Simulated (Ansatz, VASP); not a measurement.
**Be in VASP and in Ansatz**

```xyz
1
Lattice="0.0000 1.1594 1.1594 1.1594 0.0000 1.1594 1.1594 1.1594 0.0000" Properties=species:S:1:pos:R:3 pbc="T T T"
Be    0.0000    0.0000    0.0000
```

Change from the starting cell: volume scaled by 0.4, PAW files.

Alike in both runs: task single point; functional PBEsol; k mesh 23 × 23 × 23; occupations fermi-dirac, width 0.05 eV; no spin polarisation.

```csv
,VASP,Ansatz
version,VASP 6.6.1,Ansatz 0.2.0
potentials or method,"VASP PAW PBE potentials, release 64 (Be)","PAW with Ansatz's default frozen-core files, scalar-relativistic"
plane-wave cutoff (eV),520,420
valence electrons in the cell,2,2
```

Ansatz gave:

| Quantity | Value |
| --- | --- |
| pressure (GPa) | 514.6 |

Question: Estimate VASP's values.

Answer: Pressure (GPa): 521.5.

VASP's potentials were made for PBE, not for PBEsol. Both programs put the cell under a high pressure, so it lies far from rest at this level.

Noted on VASP's run: the cell as given lies far from equilibrium.
